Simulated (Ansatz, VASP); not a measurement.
## Two plane-wave programs on Re

The input INCAR:

```
ALGO = Normal
EDIFF = 1E-8
ENCUT = 520
ISIF = 2
ISMEAR = -5
LASPH = T
LCHARG = F
LDAU = T
LDAUJ = 0
LDAUL = 2
LDAUPRINT = 1
LDAUTYPE = 2
LDAUU = 6.2
LEFG = T
LMAXMIX = 4
LREAL = F
LWAVE = F
NBANDS = 10
NELM = 150
PREC = Accurate
SIGMA = 0.05
```

File KPOINTS:

```
k-points
0
Gamma
  9 9 9
```

Contents of POSCAR:

```
Re
1.0
   -0.0444730000      1.9724010000      2.0020960000
    1.9314510000     -0.0063970000      1.9640190000
    1.9509660000      1.9538390000     -0.0259120000
Re
1
Direct
    0.0000000000      0.0000000000      0.0000000000
```

File input.yaml:

```yaml
crystal:
  lattice:
    - [-0.044473, 1.972401, 2.002096]
    - [1.931451, -0.006397, 1.964019]
    - [1.950966, 1.953839, -0.025912]
  atoms:
    - { symbol: Re, position: [0.0, 0.0, 0.0] }
hamiltonian:
  xc: lda
  pseudopotentials: { kind: paw, source: ansatz }
  hubbard: { sites: [{ species: Re, l: d, u_eff: 6.2 }] }
kpoints:
  mp_grid: { grid: [9, 9, 9] }
scf:
  occupations: { method: tetrahedron }
output:
  forces: true
  stress: true
  efg: {}
  write_density: true
  write_potential: true
  elf: true
  volumetric_format: npy
```

Change from the starting cell: cell strained at random at fixed volume.

Alike in both runs: task electric field gradients; functional LDA; k mesh 9 × 9 × 9; occupations tetrahedron; no spin polarisation; Hubbard terms Re d U = 6.2 eV.

|  | VASP | Ansatz |
| --- | --- | --- |
| version | VASP 6.6.1 | Ansatz 0.2.0 |
| potentials or method | VASP PAW LDA potentials, release 64 (Re) | Ansatz PAW earlier set |
| plane-wave cutoff (eV) | 520 | 560 |
| valence electrons in the cell | 7 | 29 |

Ansatz gave:

- gap on the k mesh at the Fermi level (eV): none
- pressure (GPa): -21.8
- traceless stress, the component that is largest in VASP (GPa): 6.96
- size of Vzz on the site where it differs most (V/Å²): 67.0

Question: Which values does VASP return?

Answer: gap on the k mesh at the Fermi level (eV): none; pressure (GPa): -22.0; traceless stress, the component that is largest in VASP (GPa): 10.08; size of Vzz on the site where it differs most (V/Å²): 65.1.

LDA's correlation is that of Perdew and Zunger in VASP and of Perdew and Wang (1992) in Ansatz. The programs project onto different local orbitals, so the same U acts differently, and such runs can settle in different states. A gap of «none» marks a metal or a gap that the smearing closes. VASP's potentials hold 7 valence electrons a cell and Ansatz's 29, so a difference there can come from the potentials and not from the codes.

Neither program's run includes spin-orbit coupling.
